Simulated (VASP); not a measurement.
Wanted: the native input for a VASP 6.6.1 run.

```
Task                   : single point
Functional             : r2SCAN
Potentials or basis    : VASP PAW PBE potentials, release 64 (Na_pv, F)
Cutoff                 : 520 eV
k mesh                 : 8 × 8 × 8
Occupations            : gaussian, width 0.02 eV
Spin                   : no spin polarisation
Dipole correction      : no
Further INCAR settings : ALGO = Normal; EDIFF = 1e-07; NBANDS = 14
```

Crystal: NaF.

```xyz
2
Lattice="0.0000 2.3503 2.3503 2.3503 0.0000 2.3503 2.3503 2.3503 0.0000" Properties=species:S:1:pos:R:3 pbc="T T T"
Na    0.0000    0.0000    0.0000
F     2.3503    2.3503    2.3503
```

One way to write it, as run:

POSCAR

```
NaF
1.0
    0.0000000000      2.3502771129      2.3502771129
    2.3502771129      0.0000000000      2.3502771129
    2.3502771129      2.3502771129      0.0000000000
Na F
1 1
Direct
    0.0000000000      0.0000000000      0.0000000000
    0.5000000000      0.5000000000      0.5000000000
```

INCAR.step1

```
ALGO = Normal
EDIFF = 1E-4
ENCUT = 520
GGA = PE
ISMEAR = 0
LASPH = T
LCHARG = F
LREAL = F
LWAVE = T
NBANDS = 14
NELM = 60
PREC = Accurate
SIGMA = 0.02
```

INCAR.step2

```
ALGO = Normal
EDIFF = 1E-7
ENCUT = 520
ISIF = 2
ISMEAR = 0
ISTART = 1
LASPH = T
LCHARG = F
LMIXTAU = T
LREAL = F
LWAVE = F
METAGGA = R2SCAN
NBANDS = 14
NELM = 60
PREC = Accurate
SIGMA = 0.02
```

KPOINTS

```
k-points
0
Gamma
  8 8 8
```

Potentials or basis: VASP PAW PBE potentials, release 64 (Na_pv, F).

Command:

```bash
$ cat potpaw_PBE.64/Na_pv/POTCAR potpaw_PBE.64/F/POTCAR > POTCAR
$ cp INCAR.step1 INCAR
$ mpirun -np 1 vasp_std > vasp.out
$ cp INCAR.step2 INCAR
$ mpirun -np 1 vasp_std > vasp.out
```

Results of the run:

```
Pressure               : -3.7 GPa
Band gap on the k mesh : 6.94 eV
```

Caveat: the cell stands under tension; the PAW data sets were made with another functional, which shifts forces and pressure a little.

Run time: 43 s on 1 thread of Intel(R) Xeon(R) Platinum 8488C (Sapphire Rapids), with other jobs on the host, peak memory 0.15 GiB.
